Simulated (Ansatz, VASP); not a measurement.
**H in VASP and in Ansatz**

```xyz
2
Lattice="1.9323 0.0000 0.0000 -0.9661 1.6734 0.0000 0.0000 0.0000 1.9047" Properties=species:S:1:pos:R:3 pbc="T T T"
H     0.0000    1.1156    0.4762
H     0.9661    0.5578    1.4285
```

Alike in both runs: task electric field gradients; functional PBE; k mesh 17 × 17 × 9; occupations fermi-dirac, width 0.05 eV; no spin polarisation.

|  | VASP | Ansatz |
| --- | --- | --- |
| version | VASP 6.6.1 | Ansatz 0.2.0 |
| potentials or method | VASP PAW PBE potentials, release 64 (H) | PAW with Ansatz's default frozen-core files, scalar-relativistic |
| plane-wave cutoff (eV) | 520 | 420 |
| valence electrons in the cell | 2 | 2 |

|  | VASP | Ansatz | Ansatz less VASP |
| --- | --- | --- | --- |
| pressure (GPa) | -0.4 | 0.0 | +0.40 |
| traceless stress, the component that is largest in VASP (GPa) | -0.10 | 0.00 | +0.102 |

The functional is the same, so the differences come from potentials, cutoffs and numerics.

The k mesh is coarse, so the values compare programs but aren't converged.
